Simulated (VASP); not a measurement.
**MgO: single point with PBE**

MgO:

```xyz
4
Lattice="3.2882 0.0493 0.0000 -1.6014 2.8230 0.0000 0.0000 0.0000 5.0344" Properties=species:S:1:pos:R:3 pbc="T T T"
Mg    0.0177    1.8984   -0.0498
Mg    1.6691    0.9740    2.4673
O     0.0139    1.8990    1.9377
O     1.6729    0.9733    4.4549
```

This cell differs from its parent crystal: shear xy strain +3.0%.

* Program: VASP 6.6.1
* Task: single point
* Functional: PBE
* Potentials or basis: VASP PAW PBE potentials, release 64 (Mg, O)
* Cutoff: 520 eV
* k mesh: 12 × 12 × 6
* Occupations: fermi-dirac, width 0.02 eV
* Spin: no spin polarisation

The pressure is 3.5 GPa. The largest force is 0.015 eV/Å and the band gap on the k mesh is 3.54 eV.

Forces on the atoms (eV/Å):
```
Mg  -0.004  0.001 -0.013
Mg   0.004 -0.001 -0.013
O   -0.009  0.000  0.013
O    0.009  0.000  0.013
```

Stress tensor (GPa, compression positive):
```
 3.43 -1.40  0.00
-1.40  3.61  0.00
 0.00  0.00  3.37
```

Levels at points of the mesh, in eV from the valence-band top:
```tsv
k point	band 6	band 7	band 8	band 9	band 10	band 11
(0.00, 0.00, 0.00)	-0.42	-0.31	0.00	3.54	8.56	10.31
(0.50, 0.00, 0.00)	-1.10	-0.82	-0.38	7.87	8.12	9.30
(0.00, 0.50, 0.00)	-1.21	-0.79	-0.46	7.86	8.08	9.30
(0.50, 0.50, 0.00)	-1.32	-0.76	-0.54	7.86	8.05	9.28
(0.00, 0.00, 0.50)	-0.59	-0.46	-0.46	6.02	6.02	13.17
(0.50, 0.00, 0.50)	-0.76	-0.69	-0.69	7.41	7.41	10.80
(0.00, 0.50, 0.50)	-0.86	-0.69	-0.69	7.42	7.42	10.87
(0.50, 0.50, 0.50)	-0.95	-0.70	-0.70	7.44	7.44	10.92
```

Wall time 57 s on 1 thread of Intel(R) Xeon(R) 6975P-C (Granite Rapids), with other jobs on the host, peak memory 0.31 GiB.

Caveat: the cell differs from its parent crystal (shear xy strain +3.0%); the cell stands under pressure. A k mesh can miss the band edges.
